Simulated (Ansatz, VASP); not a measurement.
# Cs in VASP and in Ansatz

```
Cs
1.0
     0.00000    3.90968    3.90968
     3.90968    0.00000    3.90968
     3.90968    3.90968    0.00000
Cs
1
Cartesian
  0.0000 0.0000 0.0000
```

Alike in both runs: task single point; functional BLYP; k mesh 8 × 8 × 8; occupations fermi-dirac, width 0.1 eV; no spin polarisation.

|  | VASP | Ansatz |
| --- | --- | --- |
| version | VASP 6.6.1 | Ansatz 0.2.0 |
| potentials or method | VASP PAW PBE potentials, release 64 (Cs_sv), cutoff 520 eV | plane waves (420 eV) with PAW, scalar-relativistic |
| valence electrons in the cell | 9 | 9 |

|  | VASP | Ansatz | Ansatz less VASP |
| --- | --- | --- | --- |
| pressure (GPa) | 0.1 | 0.1 | 0.00 |

VASP's potentials were made for PBE, not for BLYP. With one functional, cell and mesh, what is left measures potentials, basis and numerics.

Spin-orbit coupling is off throughout.
